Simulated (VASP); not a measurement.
Write the native input for VASP 6.6.1 that does the following.

```
Task                   : relaxation of cell and atoms
Functional             : r2SCAN
Potentials or basis    : VASP PAW PBE potentials, release 64 (Cd, S)
Cutoff                 : 600 eV
k mesh                 : 8 × 8 × 8
Occupations            : gaussian, width 0.01 eV
Spin                   : no spin polarisation
Target pressure        : 7 GPa
Dipole correction      : no
Further INCAR settings : ALGO = Normal; EDIFF = 1e-06; IBRION = 2; EDIFFG = -0.002; NSW = 100; ISIF = 3
```

The system is CdS.

```
Cd S
1.0
     2.72688    2.72688    0.00000
    -2.72688    2.72688    0.00000
     0.00000    2.72688    2.72688
Cd S
1 1
Direct
  0.00000 0.00000 0.00000
  0.50000 0.50000 0.00000
```

The input as run:

POSCAR

```
CdS
1.0
    2.7268809904      2.7268809904      0.0000000000
   -2.7268809904      2.7268809904      0.0000000000
    0.0000000000      2.7268809904      2.7268809904
Cd S
1 1
Direct
    0.0000000000      0.0000000000      0.0000000000
    0.5000000000      0.5000000000      0.0000000000
```

INCAR.step1

```
  ALGO = Normal
  EDIFF = 1E-4
  ENCUT = 600
  GGA = PE
  ISMEAR = 0
  LASPH = T
  LCHARG = F
  LREAL = F
  LWAVE = T
  NELM = 100
  PREC = Accurate
  SIGMA = 0.01
```

INCAR.step2

```
  ALGO = Normal
  EDIFF = 1E-6
  EDIFFG = -0.002
  ENCUT = 600
  IBRION = 2
  ISIF = 3
  ISMEAR = 0
  ISTART = 1
  LASPH = T
  LCHARG = F
  LMIXTAU = T
  LREAL = F
  LWAVE = F
  METAGGA = R2SCAN
  NELM = 100
  NSW = 100
  PREC = Accurate
  PSTRESS = 70.0
  SIGMA = 0.01
```

KPOINTS

```
k-points
0
Gamma
  8 8 8
```

Potentials or basis: VASP PAW PBE potentials, release 64 (Cd, S).

Run with:

```bash
$ cat potpaw_PBE.64/Cd/POTCAR potpaw_PBE.64/S/POTCAR > POTCAR
$ cp INCAR.step1 INCAR
$ mpirun -np 1 vasp_std > vasp.out
$ cp INCAR.step2 INCAR
$ mpirun -np 1 vasp_std > vasp.out
```

It gave:

```
Relaxed volume                                             : 18.97 Å³/atom
Relaxed cell                                               : a = 3.772 Å, b = 3.772 Å, c = 3.772 Å, α = 60.00°, β = 60.00°, γ = 90.00°
Space group after relaxing (to 0.1 Å)                      : Fm-3m (No. 225)
Energy change on relaxing (the run minimises the enthalpy) : +28.6 meV/atom
Ionic steps                                                : 6
Pressure after relaxing                                    : 7.0 GPa
Band gap on the k mesh                                     : 0.72 eV (least direct gap 2.86 eV)
```

Caveat: the cell is relaxed towards a set pressure, so the run minimises the enthalpy, not the energy; the PAW data sets were made with another functional, which shifts forces and pressure a little.

It took 4.9 min on 1 thread of Intel(R) Xeon(R) Platinum 8259CL CPU @ 2.50GHz (Skylake/Cascade Lake), on a shared host, peak memory 0.21 GiB.
